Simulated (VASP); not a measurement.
# SiO2 (Im-3m) in VASP: notebook, part 2 of 3

VASP 6.6.1.

## 3. Single point, LDA (20.84 Å³/atom)

This run uses another cell than the first one, of 20.84 Å³/atom.

The input, INCAR:

```
  ALGO = Normal
  EDIFF = 1E-6
  ENCUT = 520
  GGA = CA
  ISIF = 2
  ISMEAR = 0
  LASPH = True
  LCHARG = True
  LELF = True
  LREAL = Auto
  LVHAR = True
  LWAVE = False
  NBANDS = 63
  NELM = 80
  PREC = Accurate
  SIGMA = 0.02
```

The input, KPOINTS:

```
k-points
0
Gamma
  4 4 4
```

The input, POSCAR:

```
SiO2
1.0
   -4.5429978349      4.5429978349      4.5429978349
    4.5429978349     -4.5429978349      4.5429978349
    4.5429978349      4.5429978349     -4.5429978349
Si O
6 12
Direct
    0.5000000000      0.2500000000      0.7500000000
    0.5000000000      0.7500000000      0.2500000000
    0.2500000000      0.7500000000      0.5000000000
    0.7500000000      0.2500000000      0.5000000000
    0.2500000000      0.5000000000      0.7500000000
    0.7500000000      0.5000000000      0.2500000000
    0.3547210729      0.0000000000      0.6452789271
    0.6452789271      0.6452789271      0.2905578543
    0.3547210729      0.6452789271      0.0000000000
    0.3547210729      0.7094421457      0.3547210729
    0.6452789271      0.2905578543      0.6452789271
    0.0000000000      0.3547210729      0.6452789271
    0.7094421457      0.3547210729      0.3547210729
    0.6452789271      0.3547210729      0.0000000000
    0.0000000000      0.6452789271      0.3547210729
    0.2905578543      0.6452789271      0.6452789271
    0.3547210729      0.3547210729      0.7094421457
    0.6452789271      0.0000000000      0.3547210729
```

Potentials or basis: VASP PAW LDA potentials, release 64 (Si, O).

Command:

```sh
$ cat potpaw_LDA.64/Si/POTCAR potpaw_LDA.64/O/POTCAR > POTCAR
$ mpirun -np 1 vasp_std > vasp.out
```

OUTCAR:

```text
EDIFF = 1E-6
   ENCUT = 520
   GGA = CA
   ISIF = 2
   ISMEAR = 0
   LASPH = True
   LREAL = Auto
   NELM = 80
   PREC = Accurate

 ion  position               nearest neighbor table
   1  0.500  0.250  0.750-   7 1.63  14 1.63  11 1.63  17 1.63
   2  0.500  0.750  0.250-  18 1.63   9 1.63  10 1.63   8 1.63
   3  0.250  0.750  0.500-   7 1.63  15 1.63  10 1.63  16 1.63
   4  0.750  0.250  0.500-  12 1.63  18 1.63  13 1.63  11 1.63
   5  0.250  0.500  0.750-  12 1.63   9 1.63  16 1.63  17 1.63
   6  0.750  0.500  0.250-  15 1.63  14 1.63  13 1.63   8 1.63
   7  0.355  0.000  0.645-   1 1.63   3 1.63
   8  0.645  0.645  0.291-   2 1.63   6 1.63
   9  0.355  0.645  0.000-   2 1.63   5 1.63
  10  0.355  0.709  0.355-   2 1.63   3 1.63
  11  0.645  0.291  0.645-   1 1.63   4 1.63
  12  0.000  0.355  0.645-   5 1.63   4 1.63
  13  0.709  0.355  0.355-   4 1.63   6 1.63
  14  0.645  0.355  0.000-   1 1.63   6 1.63
  15  0.000  0.645  0.355-   6 1.63   3 1.63
  16  0.291  0.645  0.645-   3 1.63   5 1.63
  17  0.355  0.355  0.709-   1 1.63   5 1.63
  18  0.645  0.000  0.355-   2 1.63   4 1.63

  LATTYP: Found a body centered cubic cell.
 ALAT       =     9.0859956698

  Lattice vectors:

 A1 = (  -4.5429978349,   4.5429978349,   4.5429978349)
 A2 = (   4.5429978349,  -4.5429978349,   4.5429978349)
 A3 = (   4.5429978349,   4.5429978349,  -4.5429978349)

Analysis of symmetry for initial positions (statically):
=====================================================================
 Subroutine PRICEL returns:
 Original cell was already a primitive cell.

 Routine SETGRP: Setting up the symmetry group for a
 body centered cubic supercell.

 Subroutine GETGRP returns: Found 48 space group operations
 (whereof 48 operations were pure point group operations)
 out of a pool of 48 trial point group operations.

The static configuration has the point symmetry O_h .

Analysis of symmetry for dynamics (positions and initial velocities):
[... 151 lines left out ...]
   GGA     = CA    functional components
   LHFCALC =     F    Hartree Fock is set to
   AEXX    =    0.0000 exact exchange contribution
   IVDW    =     0    specifies the selected vdW correction
   LEPSILON=     F    determine dielectric tensor
   LRPA    =     F    only Hartree local field effects (RPA)
 non-spin polarized calculation
 Gauss-broadening in eV      SIGMA  =   0.02
  energy-cutoff  :      520.00
  volume of cell :      375.05
 maximum number of plane-waves:     10192
 NGX is ok and might be reduce to    60
   NGX = 29   NGY = 29   NGZ = 29

 number of electron      95.9999995 magnetization

 Free energy of the ion-electron system (eV)
  ---------------------------------------------------
  ext. energy  EPLUGINS =         0.00000000
  ---------------------------------------------------
  free energy    TOTEN  =      -155.10389365 eV

  energy without entropy =     -155.10389365  energy(sigma->0) =     -155.10389365

 E-fermi :  -2.2706     XC(G=0):  -6.8046

 val. band max:       -2.4057514555   @ k =   0.0000   0.0000   0.0000
 cond. band min:       2.9694177745   @ k =   0.0000   0.0000   0.0000
 fundamental gap:      5.3751692301
 Fermi energy:        -2.2705639629

 k-point     1 :       0.0000    0.0000    0.0000
  band No.  band energies     occupation
      1     -21.3933      2.00000
      2     -20.4980      2.00000
      3     -20.4980      2.00000
      4     -20.4980      2.00000
      5     -20.1072      2.00000
      6     -20.1072      2.00000
[... 493 lines left out ...]
     59       7.7419      0.00000
     60       7.7679      0.00000
 [bands above 60 left out]

------------------------ aborting loop because EDIFF is reached ----------------------------------------

  FORCE on cell =-STRESS in cart. coord.  units (eV):
  Direction    XX          YY          ZZ          XY          YZ          ZX
  --------------------------------------------------------------------------------------
  -------------------------------------------------------------------------------------
  Total      -13.1968017    -13.1968017    -13.1968017      0.0000000     -0.0000000      0.0000000
  in kB      -56.3756668    -56.3756668    -56.3756668      0.0000000     -0.0000000      0.0000000
  external PRESSURE =     -56.3756668 kB  Pullay stress =       0.0000000 kB

 VOLUME and BASIS-vectors are now :
 -----------------------------------------------------------------------------
  energy-cutoff  :      520.00
  volume of cell :      375.05
      direct lattice vectors                 reciprocal lattice vectors
    -4.542997835  4.542997835  4.542997835     0.000000000  0.110059485  0.110059485
     4.542997835 -4.542997835  4.542997835     0.110059485  0.000000000  0.110059485
     4.542997835  4.542997835 -4.542997835     0.110059485  0.110059485  0.000000000

 POSITION                                       TOTAL-FORCE (eV/Angst)
 -----------------------------------------------------------------------------------
      2.27150      4.54300      0.00000        -0.000000     -0.000000      0.000000
      2.27150     -0.00000      4.54300        -0.000000     -0.000000      0.000000
      4.54300     -0.00000      2.27150         0.000000     -0.000000      0.000000
     -0.00000      4.54300      2.27150        -0.000000     -0.000000      0.000000
      4.54300      2.27150      0.00000         0.000000     -0.000000      0.000000
     -0.00000      2.27150      4.54300         0.000000     -0.000000      0.000000
[... 10 lines left out ...]
      3.22299      3.22299      0.00000         0.000845      0.000845      0.000000
     -1.32000      4.54300      1.32000         0.000845     -0.000000     -0.000845
 -----------------------------------------------------------------------------------
    total drift:                                0.000000      0.000000     -0.000000

  FREE ENERGIE OF THE ION-ELECTRON SYSTEM (eV)
  ---------------------------------------------------
  free  energy   TOTEN  =      -155.1038936495 eV

  energy  without entropy=     -155.1038936495  energy(sigma->0) =     -155.10389365
```

OSZICAR:

```text
N       E                     dE             d eps       ncg     rms          rms(c)
DAV:   1     0.737059530350E+03    0.73706E+03   -0.45794E+04  1008   0.132E+03
DAV:   2    -0.930442053912E+02   -0.83010E+03   -0.80248E+03  1320   0.320E+02
DAV:   3    -0.174158628750E+03   -0.81114E+02   -0.80755E+02  1216   0.108E+02
DAV:   4    -0.175722400432E+03   -0.15638E+01   -0.15585E+01  1248   0.165E+01
DAV:   5    -0.175761775864E+03   -0.39375E-01   -0.39343E-01  1217   0.250E+00    0.357E+01
DAV:   6    -0.155704256469E+03    0.20058E+02   -0.86008E+01  1140   0.343E+01    0.172E+01
DAV:   7    -0.155353476786E+03    0.35078E+00   -0.22296E+00  1256   0.521E+00    0.618E+00
DAV:   8    -0.155136686608E+03    0.21679E+00   -0.10749E-01  1192   0.167E+00    0.233E+00
DAV:   9    -0.155085932404E+03    0.50754E-01   -0.53208E-02  1200   0.114E+00    0.490E-01
DAV:  10    -0.155099393079E+03   -0.13461E-01   -0.18747E-02  1130   0.478E-01    0.320E-01
DAV:  11    -0.155101473525E+03   -0.20804E-02   -0.11724E-02  1153   0.439E-01    0.146E-01
DAV:  12    -0.155103506957E+03   -0.20334E-02   -0.11256E-03  1099   0.132E-01    0.299E-02
DAV:  13    -0.155103780758E+03   -0.27380E-03   -0.42190E-05  1193   0.215E-02    0.111E-02
DAV:  14    -0.155103876021E+03   -0.95263E-04   -0.17706E-05  1137   0.146E-02    0.400E-03
DAV:  15    -0.155103892507E+03   -0.16487E-04   -0.18429E-06   890   0.407E-03    0.107E-03
DAV:  16    -0.155103893596E+03   -0.10891E-05   -0.17099E-07   769   0.152E-03    0.422E-04
DAV:  17    -0.155103893650E+03   -0.53229E-07   -0.37324E-08   792   0.655E-04
   1 F= -.15510389E+03 E0= -.15510389E+03  d E =-.253363E-23
```

stdout:

```text
POSCAR found type information on POSCAR SiO
 POSCAR found :  2 types and      18 ions
 scaLAPACK will be used
 LDA part: xc-table for (Slater(with rela. corr.)+CA(PZ))
 , standard interpolation
 POSCAR, INCAR and KPOINTS ok, starting setup
 FFT: planning ... GRIDC
 FFT: planning ... GRID_SOFT
 FFT: planning ... GRID
 WAVECAR not read
 entering main loop
```

Run time: 2.6 min. Hardware: 1 thread of Intel Xeon 6975P-C (Granite Rapids), shared host; peak memory 0.42 GiB.

What came out:

| Item | Value |
| --- | --- |
| Free energy | -155.1039 eV |
| Pressure | -5.6 GPa |
| Band gap on the k mesh | 5.38 eV |

Levels at points of the mesh, in eV from the valence-band top:
```
           k point  band 45  band 46  band 47  band 48  band 49  band 50  band 51  band 52
(0.00, 0.00, 0.00)    -0.33    -0.33    -0.33     0.00     5.38     8.03     8.03     8.03
(0.50, 0.00, 0.00)    -0.39    -0.37    -0.31    -0.04     6.46     6.80     8.10     8.28
(0.50, 0.50, 0.50)    -0.67    -0.03    -0.03    -0.03     7.22     7.22     7.62     7.88
```

Caveat: the cell stands under tension. A k mesh can miss the band edges.

## 4. Single point, LDA (21.62 Å³/atom)

This run uses another cell than the first one, of 21.62 Å³/atom.

The input, INCAR:

```
PREC     = Accurate       # precision mode
ENCUT    = 520            # plane-wave cutoff, eV
EDIFF    = 1E-7           # SCF threshold, eV
ISMEAR   = 0              # smearing method
SIGMA    = 0.02           # smearing width, eV
LREAL    = Auto         
LASPH    = True           # aspherical terms in the spheres
NELM     = 80             # most SCF steps
ALGO     = Normal         # electronic algorithm
ISIF     = 2              # what is computed and relaxed
LWAVE    = False          # write WAVECAR
LCHARG   = True           # write CHGCAR
LELF     = True           # ELF
LVHAR    = True         
NBANDS   = 63             # bands
```

The input, KPOINTS:

```
Automatic mesh
0
Gamma
  4 4 4
```

The input, POSCAR:

```
SiO2
1.0
   -4.5994383617      4.5994383617      4.5994383617
    4.5994383617     -4.5994383617      4.5994383617
    4.5994383617      4.5994383617     -4.5994383617
Si O
6 12
Direct
    0.5000000000      0.2500000000      0.7500000000
    0.5000000000      0.7500000000      0.2500000000
    0.2500000000      0.7500000000      0.5000000000
    0.7500000000      0.2500000000      0.5000000000
    0.2500000000      0.5000000000      0.7500000000
    0.7500000000      0.5000000000      0.2500000000
    0.3560314279      0.0000000000      0.6439685721
    0.6439685721      0.6439685721      0.2879371443
    0.3560314279      0.6439685721      0.0000000000
    0.3560314279      0.7120628557      0.3560314279
    0.6439685721      0.2879371443      0.6439685721
    0.0000000000      0.3560314279      0.6439685721
    0.7120628557      0.3560314279      0.3560314279
    0.6439685721      0.3560314279      0.0000000000
    0.0000000000      0.6439685721      0.3560314279
    0.2879371443      0.6439685721      0.6439685721
    0.3560314279      0.3560314279      0.7120628557
    0.6439685721      0.0000000000      0.3560314279
```

Command:

```sh
$ cat potpaw_LDA.64/Si/POTCAR potpaw_LDA.64/O/POTCAR > POTCAR
$ mpirun -np 1 vasp_std > vasp.out
```

It took 2.8 min on 1 thread of Intel Xeon 6975P-C (Granite Rapids), shared host; peak memory 0.42 GiB.

Results (log left out):

```yaml
Free_energy: -154.4683 eV
Pressure: -8.9 GPa
Largest_force: 0.006 eV/Å
Band_gap_on_the_k_mesh: 5.18 eV (least direct gap 5.20 eV)
```

Forces on the atoms (eV/Å):
```
Si   0.000  0.000  0.000
Si   0.000  0.000  0.000
Si   0.000  0.000  0.000
Si   0.000  0.000  0.000
Si   0.000  0.000  0.000
Si   0.000  0.000  0.000
O    0.004  0.000 -0.004
O    0.004  0.004  0.000
O    0.004 -0.004  0.000
O   -0.004  0.000 -0.004
O    0.004  0.000  0.004
O    0.000  0.004 -0.004
O    0.000 -0.004 -0.004
O   -0.004  0.004  0.000
O    0.000 -0.004  0.004
O    0.000  0.004  0.004
O   -0.004 -0.004  0.000
O   -0.004  0.000  0.004
```

Levels at points of the mesh, in eV from the valence-band top:
| k point | band 44 | band 45 | band 46 | band 47 | band 48 | band 49 | band 50 | band 51 | band 52 | band 53 |
| --- | --- | --- | --- | --- | --- | --- | --- | --- | --- | --- |
| (0.00, 0.00, 0.00) | -0.88 | -0.27 | -0.27 | -0.27 | -0.01 | 5.18 | 7.66 | 7.66 | 7.66 | 7.70 |
| (0.50, 0.00, 0.00) | -0.70 | -0.37 | -0.33 | -0.25 | -0.01 | 6.23 | 6.65 | 7.89 | 8.06 | 8.08 |
| (0.50, 0.50, 0.50) | -0.64 | -0.64 | 0.00 | 0.00 | 0.00 | 6.96 | 6.96 | 7.62 | 7.75 | 7.75 |

Caveat: the cell stands under tension.

[end of part 2 of 3]
